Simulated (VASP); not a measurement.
**Au: single point with r2SCAN**

The system is Au.

```
CELL_PARAMETERS angstrom
0.00000 2.01482 2.04550
2.01482 0.00000 2.04550
2.01482 2.01482 0.00000
ATOMIC_POSITIONS crystal
Au 0.00000 0.00000 0.00000
```

This cell differs from its parent crystal: strain -0.015 along x and y, +0.000 along z.

| Quantity | Value |
| --- | --- |
| Program | VASP 6.6.1 |
| Task | single point |
| Functional | r2SCAN |
| Potentials or basis | VASP PAW PBE potentials, release 64 (Au) |
| Cutoff | 520 eV |
| k mesh | 20 × 20 × 20 |
| Occupations | methfessel-paxton, width 0.4 eV |
| Spin | no spin polarisation |

- Pressure: 10.3 GPa
- Band gap on the k mesh: zero (an odd number of electrons rules out a gap without spin polarisation)

Stress tensor (GPa, compression positive):
```
10.49  0.00  0.00
 0.00 10.49  0.00
 0.00  0.00  9.93
```

Levels at points of the mesh, in eV from the Fermi level:
```
           k point  band 2  band 3  band 4  band 5  band 6  band 7  band 8  band 9  band 10  band 11
(0.00, 0.00, 0.00)   -5.21   -5.07   -5.07   -3.59   -3.43   15.26   19.34   19.61    19.61    24.90
(0.50, 0.00, 0.00)   -5.23   -5.10   -2.24   -2.17   -0.95    3.31   14.75   17.96    18.30    26.14
(0.50, 0.50, 0.00)   -7.33   -2.26   -1.85   -1.85    0.91    5.97   10.78   10.78    18.52    21.11
(0.50, 0.00, 0.50)   -7.32   -2.27   -1.90   -1.78    1.18    6.34   10.48   10.51    18.28    20.86
```

It took 2.4 min on 1 thread of Intel(R) Xeon(R) 6975P-C (Granite Rapids) (shared host), peak memory 0.25 GiB.

Caveat: the cell differs from its parent crystal (strain -0.015 along x and y, +0.000 along z); the cell stands under pressure; so wide a smearing shifts energies and pressures; the PAW data sets were made with another functional, which shifts forces and pressure a little; spin-orbit coupling is left out, which moves the levels of the heavy elements.
